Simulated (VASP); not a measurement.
# ZrSi2 (P4/nmm) in VASP: single point with PBE

Aim: the single point of ZrSi2 with PBE.

All numbers are computed with VASP 6.6.1; they aren't measurements. Logs are shortened: lines on timing, memory, paths and dates and some standing lists are left out, and cuts for length are marked.

## 1. The cell of the first run

The structure is tetragonal, space group P4/nmm (No. 129). The conventional cell has a = 3.784 Å, b = 3.784 Å, c = 7.173 Å, α = 90.00°, β = 90.00°, γ = 90.00°. Zr (site symmetry 4mm) has 9 Si at 2.68 to 2.89 Å within 3.5 Å. Si (site symmetry -4m2) has 8 Si at 2.68 to 2.94 Å and 4 Zr at 2.89 Å within 3.5 Å. Within 3.5 Å of Si (site symmetry 4mm) lie 5 Zr at 2.68 to 2.73 Å and 4 Si at 2.94 Å.

The cell was generated, and may not be a known phase.

## 2. Single point, PBE

Input file INCAR:

```
PREC     = Accurate       # precision mode
ENCUT    = 500            # plane-wave cutoff, eV
EDIFF    = 1E-6           # SCF threshold, eV
ISMEAR   = 0              # smearing method
SIGMA    = 0.2            # smearing width, eV
LREAL    = F              # projectors in reciprocal space
LASPH    = T              # aspherical terms in the spheres
NELM     = 120            # most SCF steps
ALGO     = Normal         # electronic algorithm
ISIF     = 2              # what is computed and relaxed
LWAVE    = F              # write WAVECAR
LCHARG   = F              # write CHGCAR
GGA      = PE             # functional
NBANDS   = 29             # bands
GGA_COMPAT= F
```

Input file KPOINTS:

```
Automatic mesh
0
Gamma
  5 5 3
```

Input file POSCAR:

```
ZrSi2
1.0
    3.7843323719      0.0000000000      0.0000000000
    0.0000000000      3.7843323719      0.0000000000
    0.0000000000      0.0000000000      7.1726678149
Zr Si
2 4
Direct
    0.0000000000      0.5000000000      0.6949085291
    0.5000000000      0.0000000000      0.3050914709
    0.0000000000      0.0000000000      0.0000000000
    0.5000000000      0.5000000000      0.0000000000
    0.0000000000      0.5000000000      0.3144276557
    0.5000000000      0.0000000000      0.6855723443
```

Potentials or basis: VASP PAW PBE potentials, release 64 (Zr_sv, Si).

Command:

```console
$ cat potpaw_PBE.64/Zr_sv/POTCAR potpaw_PBE.64/Si/POTCAR > POTCAR
$ mpirun -np 1 vasp_std > vasp.out
```

OUTCAR:

```text
PREC = Accurate
   ENCUT = 500
   EDIFF = 1E-6
   ISMEAR = 0
   LREAL = F
   LASPH = T
   NELM = 120
   ISIF = 2
   GGA = PE

 ion  position               nearest neighbor table
   1  0.000  0.500  0.695-   6 2.68   6 2.68   6 2.68   6 2.68   5 2.73   3 2.89   4 2.89   4 2.89
                             3 2.89   2 3.87   2 3.87   2 3.87   2 3.87
   2  0.500  0.000  0.305-   5 2.68   5 2.68   5 2.68   5 2.68   6 2.73   3 2.89   3 2.89   4 2.89
                             4 2.89   1 3.87   1 3.87   1 3.87   1 3.87
   3  0.000  0.000  0.000-   4 2.68   4 2.68   4 2.68   4 2.68   2 2.89   2 2.89   1 2.89   1 2.89
                             5 2.94   6 2.94   6 2.94   5 2.94
   4  0.500  0.500  0.000-   3 2.68   3 2.68   3 2.68   3 2.68   2 2.89   1 2.89   1 2.89   2 2.89
                             5 2.94   6 2.94   5 2.94   6 2.94
   5  0.000  0.500  0.314-   2 2.68   2 2.68   2 2.68   2 2.68   1 2.73   3 2.94   4 2.94   4 2.94
                             3 2.94
   6  0.500  0.000  0.686-   1 2.68   1 2.68   1 2.68   1 2.68   2 2.73   4 2.94   4 2.94   3 2.94
                             3 2.94

  LATTYP: Found a simple tetragonal cell.
 ALAT       =     3.7843323719
 C/A-ratio  =     1.8953588401

  Lattice vectors:

 A1 = (   3.7843323719,   0.0000000000,   0.0000000000)
 A2 = (   0.0000000000,   3.7843323719,   0.0000000000)
 A3 = (   0.0000000000,   0.0000000000,   7.1726678149)

Analysis of symmetry for initial positions (statically):
=====================================================================
 Subroutine PRICEL returns:
 Original cell was already a primitive cell.

 Routine SETGRP: Setting up the symmetry group for a
 simple tetragonal supercell.

 Subroutine GETGRP returns: Found 16 space group operations
 (whereof  8 operations were pure point group operations)
 out of a pool of 16 trial point group operations.

The static configuration has the point symmetry D_2d.
 The point group associated with its full space group is D_4h.

Analysis of symmetry for dynamics (positions and initial velocities):
=====================================================================
 Subroutine PRICEL returns:
 Original cell was already a primitive cell.

 Routine SETGRP: Setting up the symmetry group for a
 simple tetragonal supercell.

 Subroutine GETGRP returns: Found 16 space group operations
 (whereof  8 operations were pure point group operations)
 out of a pool of 16 trial point group operations.

The dynamic configuration has the point symmetry D_2d.
 The point group associated with its full space group is D_4h.

 Subroutine INISYM returns: Found 16 space group operations
 (whereof  8 operations are pure point group operations),
 and found     1 'primitive' translations

----------------------------------------------------------------------------------------

                                     Primitive cell

  volume of cell :     102.7210

  direct lattice vectors                    reciprocal lattice vectors
     3.784332372  0.000000000  0.000000000     0.264247403  0.000000000  0.000000000
     0.000000000  3.784332372  0.000000000     0.000000000  0.264247403  0.000000000
     0.000000000  0.000000000  7.172667815     0.000000000  0.000000000  0.139418139

  length of vectors
     3.784332372  3.784332372  7.172667815     0.264247403  0.264247403  0.139418139

  position of ions in fractional coordinates (direct lattice)
     0.000000000  0.500000000  0.694908529
     0.500000000  0.000000000  0.305091471
     0.000000000  0.000000000  0.000000000
     0.500000000  0.500000000  0.000000000
     0.000000000  0.500000000  0.314427656
     0.500000000  0.000000000  0.685572344

  ion indices of the primitive-cell ions
   primitive index   ion index
                 1           1
                 2           2
                 3           3
                 4           4
                 5           5
                 6           6

----------------------------------------------------------------------------------------

 KPOINTS: Automatic mesh

Automatic generation of k-mesh.
 Grid dimensions read from file:
 generate k-points for:    5    5    3

 Generating k-lattice:

  Cartesian coordinates                     Fractional coordinates (reciprocal lattice)
     0.052849481  0.000000000  0.000000000     0.200000000  0.000000000  0.000000000
     0.000000000  0.052849481  0.000000000     0.000000000  0.200000000  0.000000000
     0.000000000  0.000000000  0.046472713     0.000000000  0.000000000  0.333333333

  Length of vectors
     0.052849481  0.052849481  0.046472713

  Shift w.r.t. Gamma in fractional coordinates (k-lattice)
     0.000000000  0.000000000  0.000000000

 Subroutine IBZKPT returns following result:
 ===========================================

 Found     12 irreducible k-points:

 Following reciprocal coordinates:
            Coordinates               Weight
  0.000000  0.000000  0.000000      1.000000
  0.200000  0.000000  0.000000      4.000000
  0.400000  0.000000  0.000000      4.000000
  0.200000  0.200000  0.000000      4.000000
  0.400000  0.200000  0.000000      8.000000
  0.400000  0.400000  0.000000      4.000000
  0.000000  0.000000  0.333333      2.000000
  0.200000  0.000000  0.333333      8.000000
  0.400000  0.000000  0.333333      8.000000
  0.200000  0.200000  0.333333      8.000000
  0.400000  0.200000  0.333333     16.000000
  0.400000  0.400000  0.333333      8.000000
   k-points           NKPTS =     12   k-points in BZ     NKDIM =     12   number of bands    NBANDS=     29
   number of dos      NEDOS =    301   number of ions     NIONS =      6
   total plane-waves  NPLWV =  42336
   dimension x,y,z NGX =    28 NGY =   28 NGZ =   54
   dimension x,y,z NGXF=    56 NGYF=   56 NGZF=  108
   ions per type =               2   4
   NGX,Y,Z   is equivalent  to a cutoff of  12.30, 12.30, 12.52 a.u.
   NGXF,Y,Z  is equivalent  to a cutoff of  24.60, 24.60, 25.03 a.u.
 SYSTEM =  unknown system
   PREC   = accura    normal or accurate (medium, high low for compatibility)
   ISTART =      0    job   : 0-new  1-cont  2-samecut
   ICHARG =      2    charge: 1-file 2-atom 10-const
   ISPIN  =      1    spin polarized calculation?
   LNONCOLLINEAR =      F non collinear calculations
   LSORBIT =      F    spin-orbit coupling
   LASPH  =      T    aspherical Exc in radial PAW
   ENCUT  =  500.0 eV  36.75 Ry    6.06 a.u.   6.90  6.90 13.08*2*pi/ulx,y,z
   NELM   =    120;   NELMIN=  2; NELMDL= -5     # of ELM steps
   EDIFF  = 0.1E-05   stopping-criterion for ELM
   LREAL  =      F    real-space projection
   EDIFFG = 0.1E-04   stopping-criterion for IOM
   NSW    =      0    number of steps for IOM
   IBRION =     -1    ionic relax: 0-MD 1-quasi-New 2-CG
   NFREE  =      0    steps in history (QN), initial steepest desc. (CG)
   ISIF   =      2    stress and relaxation
   ISYM   =      2    0-nonsym 1-usesym 2-fastsym
   POTIM  = 0.5000    time-step for ionic-motion
   TEBEG  =    0.0;   TEEND  =   0.0 temperature during run
   PSTRESS=    0.0 pullay stress
   NELECT =      40.0000    total number of electrons
   NUPDOWN=      -1.0000    fix difference up-down
   EMIN   =  10.00;   EMAX   =-10.00  energy-range for DOS
   EFERMI =   0.00;   METHOD = LEGACY
   ISMEAR =     0;   SIGMA  =   0.20  broadening in eV -4-tet -1-fermi 0-gaus
   EFERMI_NEDOS =   21; number of points for ismear=-14 and -15
   IALGO  =     38    algorithm
   IMIX   =      4    mixing-type and parameters
     AMIX     =   0.40;   BMIX     =  1.00
     AMIX_MAG =   1.60;   BMIX_MAG =  1.00
  volume/ion in A,a.u.               =      17.12       115.53
  Fermi-wavevector in a.u.,A,eV,Ry     =   1.195478  2.259127 19.445020  1.429169
  Thomas-Fermi vector in A             =   2.331443
   LORBIT       =      0    0 simple, 1 ext, 2 COOP (PROOUT), +10 PAW based schemes
   GGA     = PE    functional components
   LHFCALC =     F    Hartree Fock is set to
   AEXX    =    0.0000 exact exchange contribution
   IVDW    =     0    specifies the selected vdW correction
   LEPSILON=     F    determine dielectric tensor
   LRPA    =     F    only Hartree local field effects (RPA)
 non-spin polarized calculation
 Gauss-broadening in eV      SIGMA  =   0.20
  energy-cutoff  :      500.00
  volume of cell :      102.72
 maximum number of plane-waves:      2626
 NGX is ok and might be reduce to    28
   NGX = 13   NGY = 13   NGZ = 27

 number of electron      40.0000003 magnetization

 Free energy of the ion-electron system (eV)
  ---------------------------------------------------
  ext. energy  EPLUGINS =         0.00000000
  ---------------------------------------------------
  free energy    TOTEN  =       -40.93027346 eV

  energy without entropy =      -40.87737276  energy(sigma->0) =      -40.90382311

 E-fermi :   9.7672     XC(G=0): -11.1748

 val. band max:        9.6730949078   @ k =   0.4000   0.0000   0.0000
 cond. band min:       9.8193914388   @ k =   0.0000   0.0000   0.0000
 fundamental gap:      0.1462965309
 Fermi energy:         9.7672457265

 k-point     1 :       0.0000    0.0000    0.0000
  band No.  band energies     occupation
      1     -39.0783      2.00000
      2     -39.0688      2.00000
      3     -17.2475      2.00000
      4     -17.1708      2.00000
      5     -17.1708      2.00000
      6     -17.1448      2.00000
[... 21 lines left out ...]
     28      13.6153      0.00000
     29      13.6678      0.00000

 k-point     2 :       0.2000    0.0000    0.0000
  band No.  band energies     occupation
      1     -39.0750      2.00000
      2     -39.0674      2.00000
      3     -17.2403      2.00000
      4     -17.2262      2.00000
      5     -17.1835      2.00000
      6     -17.1626      2.00000
[... 21 lines left out ...]
     28      13.3557      0.00000
     29      14.1930      0.00000

 k-point     3 :       0.4000    0.0000    0.0000
  band No.  band energies     occupation
      1     -39.0688      2.00000
      2     -39.0659      2.00000
      3     -17.3004      2.00000
      4     -17.2924      2.00000
      5     -17.1854      2.00000
      6     -17.1554      2.00000
[... 254 lines left out ...]
      5     -17.1954      2.00000
      6     -17.1810      2.00000
[... 21 lines left out ...]
     28      13.6962      0.00000
     29      14.0375      0.00000

 k-point    12 :       0.4000    0.4000    0.3333
  band No.  band energies     occupation
      1     -39.0620      2.00000
      2     -39.0611      2.00000
      3     -17.2848      2.00000
      4     -17.2833      2.00000
      5     -17.2474      2.00000
      6     -17.2372      2.00000
[... 21 lines left out ...]
     28      13.0178      0.00000
     29      13.2496      0.00000

------------------------ aborting loop because EDIFF is reached ----------------------------------------

  FORCE on cell =-STRESS in cart. coord.  units (eV):
  Direction    XX          YY          ZZ          XY          YZ          ZX
  --------------------------------------------------------------------------------------
  -------------------------------------------------------------------------------------
  Total        0.1991632      0.1991632     -0.0406022      0.0000000      0.0000000      0.0000000
  in kB        3.1064211      3.1064211     -0.6332880      0.0000000      0.0000000      0.0000000
  external PRESSURE =       1.8598514 kB  Pullay stress =       0.0000000 kB

 VOLUME and BASIS-vectors are now :
 -----------------------------------------------------------------------------
  energy-cutoff  :      500.00
  volume of cell :      102.72
      direct lattice vectors                 reciprocal lattice vectors
     3.784332372  0.000000000  0.000000000     0.264247403  0.000000000  0.000000000
     0.000000000  3.784332372  0.000000000     0.000000000  0.264247403  0.000000000
     0.000000000  0.000000000  7.172667815     0.000000000  0.000000000  0.139418139

 POSITION                                       TOTAL-FORCE (eV/Angst)
 -----------------------------------------------------------------------------------
      0.00000      1.89217      4.98435         0.000000      0.000000     -0.044117
      1.89217      0.00000      2.18832        -0.000000      0.000000      0.044117
      0.00000      0.00000      0.00000         0.000000     -0.000000     -0.000000
      1.89217      1.89217      0.00000         0.000000      0.000000     -0.000000
      0.00000      1.89217      2.25529         0.000000      0.000000      0.045862
      1.89217      0.00000      4.91738         0.000000     -0.000000     -0.045862
 -----------------------------------------------------------------------------------
    total drift:                                0.000000      0.000000      0.000000

  FREE ENERGIE OF THE ION-ELECTRON SYSTEM (eV)
  ---------------------------------------------------
  free  energy   TOTEN  =       -40.9302734561 eV

  energy  without entropy=      -40.8773727552  energy(sigma->0) =      -40.90382311
```

Run time: 34 s. Hardware: 1 thread of Intel Xeon 8259CL, shared host; peak memory 0.2 GiB.

What came out:

```
Free energy            : -40.9303 eV
Pressure               : 0.2 GPa
Largest force          : 0.046 eV/Å
Band gap on the k mesh : zero (bands 20 and 21 overlap by 0.36 eV)
```

Forces on the atoms (eV/Å):
```
Zr   0.000  0.000 -0.044
Zr   0.000  0.000  0.044
Si   0.000  0.000  0.000
Si   0.000  0.000  0.000
Si   0.000  0.000  0.046
Si   0.000  0.000 -0.046
```

Stress tensor (GPa, compression positive):
```
 0.31  0.00  0.00
 0.00  0.31  0.00
 0.00  0.00 -0.06
```

The gap in the log of VASP goes by the Fermi energy; the results here count the filled bands.